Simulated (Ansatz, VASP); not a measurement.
# Two plane-wave programs on Si3O5

```
Si O
1.0
    -5.08327   -5.08327    0.00000
    -5.08327    5.08327    0.00000
     5.08327    0.00000   -7.09890
Si O
9 15
Direct
  0.55865 0.27087 0.48459
  0.04299 0.75059 0.50261
  0.61995 0.81942 0.24406
  0.11331 0.33514 0.25346
  0.87874 0.66957 0.73394
  0.35737 0.15580 0.75968
  0.70411 0.97759 0.99205
  0.18984 0.49588 0.00089
  0.60411 0.39258 0.79554
  0.01754 0.80243 0.69148
  0.91941 0.14263 0.16135
  0.41378 0.64771 0.16513
  0.33402 0.25881 0.31547
  0.82369 0.73049 0.33182
  0.04480 0.62671 0.90386
  0.51481 0.09121 0.92178
  0.20056 0.28764 0.83514
  0.73434 0.82184 0.80918
  0.73702 0.46280 0.53230
  0.21755 0.94463 0.56127
  0.62081 0.83839 0.06566
  0.07675 0.41527 0.09601
  0.62782 0.04651 0.40212
  0.12109 0.52977 0.44008
```

Alike in both runs: functional PBE; k mesh 2 × 2 × 2; occupations gaussian, width 0.01 eV; no spin polarisation.

Ansatz relaxed the structure, and its values are those at the end. VASP's run is a single point on that final structure, the one shown.

|  | VASP | Ansatz |
| --- | --- | --- |
| version | VASP 6.6.1 | Ansatz 0.2.0 |
| potentials or method | VASP PAW PBE potentials, release 64 (Si, O), cutoff 520 eV | scalar-relativistic, plane waves, PAW |
| valence electrons in the cell | 126 | 126 |

|  | VASP | Ansatz | Ansatz less VASP |
| --- | --- | --- | --- |
| gap on the k mesh at the Fermi level (eV) | 0.92 | 0.90 | -0.015 |
| least direct gap on the mesh (eV) | 1.04 | 1.02 | -0.015 |
| rms of the force components (eV/Å) | 0.014 | 0.005 | -0.0087 |

The k mesh is coarse, so the values compare programs but aren't converged.
